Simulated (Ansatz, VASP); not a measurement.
**Ti3Al: VASP beside Ansatz**

INCAR

```
ALGO = Fast ; EDIFF = 1E-6
ENCUT = 520 ; GGA = PE
ISIF = 2 ; ISMEAR = 0
LASPH = True ; LCHARG = False
LREAL = False ; LWAVE = False
NBANDS = 28 ; NELM = 100
PREC = Accurate ; SIGMA = 0.15
```

Contents of KPOINTS:

```
k-points
0
Gamma
  18 18 6
```

File POSCAR:

```
Ti3Al
1.0
    2.7883912112      0.0000000000      0.0000000000
   -1.3941956056      2.4148176246      0.0000000000
    0.0000000000      0.0000000000      9.9194228948
Ti Al
3 1
Direct
    0.6666666667      0.3333333333      0.0000000000
    0.3333333333      0.6666666667      0.7504575700
    0.3333333333      0.6666666667      0.2495424300
    0.6666666667      0.3333333333      0.5000000000
```

Input for Ansatz:

```yaml
crystal:
  lattice:
    - [2.7883912112, 0.0, 0.0]
    - [-1.3941956056, 2.4148176246, 0.0]
    - [0.0, 0.0, 9.9194228948]
  atoms:
    - { symbol: Ti, position: [0.6666666667, 0.3333333333, 0.0] }
    - { symbol: Ti, position: [0.3333333333, 0.6666666667, 0.75045757] }
    - { symbol: Ti, position: [0.3333333333, 0.6666666667, 0.24954243] }
    - { symbol: Al, position: [0.6666666667, 0.3333333333, 0.5] }
basis:
  ecutwfc: 520.0
kpoints:
  mp_grid: { grid: [18, 18, 6] }
hamiltonian:
  xc: pbe
  pseudopotentials: { kind: paw, azcp: { folder: soft_1 } }
scf:
  occupations: { method: gaussian, width: 0.15 }
output:
  forces: true
  stress: true
  eigenvalues: true
```

Alike in both runs: task single point; functional PBE; k mesh 18 × 18 × 6; occupations gaussian, width 0.15 eV; no spin polarisation.

```csv
,VASP,Ansatz
version,VASP 6.6.1,Ansatz 0.2.0
potentials or method,"VASP PAW PBE potentials, release 64 (Ti_sv, Al), cutoff 520 eV","scalar-relativistic, plane waves, PAW"
valence electrons in the cell,39,39
```

|  | VASP | Ansatz | Ansatz less VASP |
| --- | --- | --- | --- |
| gap on the k mesh at the Fermi level (eV) | none | none | - |
| pressure (GPa) | 2.6 | 2.9 | +0.25 |
| traceless stress, the component that is largest in VASP (GPa) | -10.47 | -10.56 | -0.091 |
| rms of the force components (eV/Å) | 0.143 | 0.146 | +0.0033 |

Atom by atom the forces differ by 0.003 eV/Å (rms over components). A gap of «none» marks a metal or a gap that the smearing closes. With one functional, cell and mesh, what is left measures potentials, basis and numerics.
